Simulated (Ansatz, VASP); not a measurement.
Hf: VASP beside Ansatz

```
CELL_PARAMETERS angstrom
1.60161 -2.77408 0.00000
1.60161 2.77408 0.00000
0.00000 0.00000 5.07296
ATOMIC_POSITIONS crystal
Hf 0.66667 0.33333 0.25000
Hf 0.33333 0.66667 0.75000
```

Alike in both runs: task single point; functional PBE; k mesh 12 × 12 × 7; occupations fermi-dirac, width 0.1 eV; no spin polarisation.

```csv
,VASP,Ansatz
version,VASP 6.6.1,Ansatz 0.2.0
potentials or method,"VASP PAW PBE potentials, release 64 (Hf_pv), cutoff 520 eV","all-electron LAPW, scalar-relativistic"
```

```csv
,VASP,Ansatz,Ansatz less VASP
pressure (GPa),-0.4,0.1,+0.45
"traceless stress, the component that is largest in VASP (GPa)",-0.08,-0.01,+0.067
```

Ansatz ran all-electron here, and VASP with PAW potentials.

Spin-orbit coupling is off throughout.
